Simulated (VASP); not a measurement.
The system is Li2Se.

```
CELL_PARAMETERS angstrom
0.00000 2.99350 2.99350
2.99350 0.00000 2.99350
2.99350 2.99350 0.00000
ATOMIC_POSITIONS crystal
Li 0.75000 0.75000 0.75000
Li 0.25000 0.25000 0.25000
Se 0.00000 0.00000 0.00000
```

Base run:

| Quantity | Value |
| --- | --- |
| Program | VASP 6.6.1 |
| Functional | HSE06 |
| Potentials or basis | VASP PAW PBE potentials, release 64 (Li_sv, Se) |
| Cutoff | 650 eV |
| k mesh | 6 × 6 × 6 |
| Occupations | gaussian, width 0.01 eV |
| Spin | no spin polarisation |

Its results: band gap on the k mesh 3.83 eV (least direct gap 4.39 eV); pressure -0.5 GPa.

Task: The run is repeated on the same cell with these changes: functional from HSE06 to PBE; cutoff from 650 eV to 750 eV. What comes out?

Result: Band gap on the k mesh 2.97 eV (least direct gap 3.42 eV); pressure 0.3 GPa.

Caveats: the PAW data sets were made with another functional, which shifts forces and pressure a little (at least some runs).

A k mesh can miss the band edges.
